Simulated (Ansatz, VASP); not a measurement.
Ag: VASP beside Ansatz

Contents of POSCAR:

```
Ag
1.0
    0.0000000000      2.0519023311      2.0519023311
    2.0519023311      0.0000000000      2.0519023311
    2.0519023311      2.0519023311      0.0000000000
Ag
1
Direct
    0.0000000000      0.0000000000      0.0000000000
```

INCAR.step1

```
SYSTEM = Ag
PREC = Accurate ; ENCUT = 520
ISMEAR = 1 ; SIGMA = 0.01
LREAL = .FALSE. ; LASPH = .TRUE.
NELM = 80 ; NBANDS = 12
GGA = PE ; ALGO = Normal
EDIFF = 1E-4 ; LWAVE = .TRUE.
LCHARG = .FALSE.
```

The input INCAR.step2:

```
SYSTEM = Ag
PREC = Accurate ; ENCUT = 520
EDIFF = 1E-7 ; ISMEAR = 1
SIGMA = 0.01 ; LREAL = .FALSE.
LASPH = .TRUE. ; NELM = 80
ALGO = Normal ; ISIF = 2
LWAVE = .FALSE. ; LCHARG = .FALSE.
METAGGA = R2SCAN ; LMIXTAU = .TRUE.
NBANDS = 12 ; ISTART = 1
```

File KPOINTS:

```
Automatic mesh
0
G
  13 13 13
  0 0 0
```

Input for Ansatz:

```yaml
crystal:
  lattice:
    - [0.0, 2.0519023311, 2.0519023311]
    - [2.0519023311, 0.0, 2.0519023311]
    - [2.0519023311, 2.0519023311, 0.0]
  atoms:
    - { symbol: Ag, position: [0.0, 0.0, 0.0] }
hamiltonian:
  xc: r2scan
  pseudopotentials:
    kind: paw
    azcp:
      Ag: "pseudopotentials/Ag.paw.azcp"
basis:
  ecutwfc: 500
  fft_grid_basis: typed
kpoints:
  mp_grid: { grid: [13, 13, 13], shift: [0, 0, 0] }
magnetization:
  spin_polarized: false
scf:
  occupations: { method: methfessel_paxton, width: 0.01 }
  lower_state_search: "off"
output:
  stress: true
```

Alike in both runs: task single point; functional r2SCAN; k mesh 13 × 13 × 13; occupations methfessel-paxton of order 1, width 0.01 eV; no spin polarisation.

|  | VASP | Ansatz |
| --- | --- | --- |
| version | VASP 6.6.1 | Ansatz 0.2.0 |
| potentials or method | VASP PAW PBE potentials, release 64 (Ag), cutoff 520 eV | plane waves (500 eV) with PAW, scalar-relativistic |
| valence electrons in the cell | 11 | 19 |

Ansatz gave:

* pressure (GPa): -0.2

Question: Which values does VASP return?

Answer: Pressure (GPa): 0.0.

VASP's potentials were made for PBE, not for r2SCAN. With one functional, cell and mesh, what is left measures potentials, basis and numerics. VASP's potentials hold 11 valence electrons a cell and Ansatz's 19, so a difference there can come from the potentials and not from the codes.
